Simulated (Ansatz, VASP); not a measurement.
## Two plane-wave programs on NaCl

```
Na Cl
1.0
     0.00000    3.11492    2.83175
     2.54858    0.00000    2.83175
     2.54858    3.11492    0.00000
Na Cl
1 1
Direct
  0.00000 0.00000 0.00000
  0.50000 0.50000 0.50000
```

Change from the starting cell: strain -0.1000 x Voigt [1, -1, 0, 0, 0, 0], atoms carried along.

Alike in both runs: task single point; functional PBE; k mesh 8 × 8 × 8; occupations gaussian, width 0.05 eV; no spin polarisation.

|  | VASP | Ansatz |
| --- | --- | --- |
| version | VASP 6.6.1 | Ansatz 0.2.0 |
| potentials or method | VASP PAW PBE potentials, release 64 (Na_pv, Cl), cutoff 520 eV | scalar-relativistic, plane waves, PAW |
| valence electrons in the cell | 14 | 16 |

|  | VASP | Ansatz | Ansatz less VASP |
| --- | --- | --- | --- |
| gap on the k mesh at the Fermi level (eV) | 5.07 | 5.07 | +0.001 |
| least direct gap on the mesh (eV) | 5.07 | 5.07 | +0.001 |
| pressure (GPa) | 2.7 | 2.7 | +0.01 |
| traceless stress, the component that is largest in VASP (GPa) | 5.91 | 5.84 | -0.063 |

VASP's potentials hold 14 valence electrons a cell and Ansatz's 16, so a difference there can come from the potentials and not from the codes.
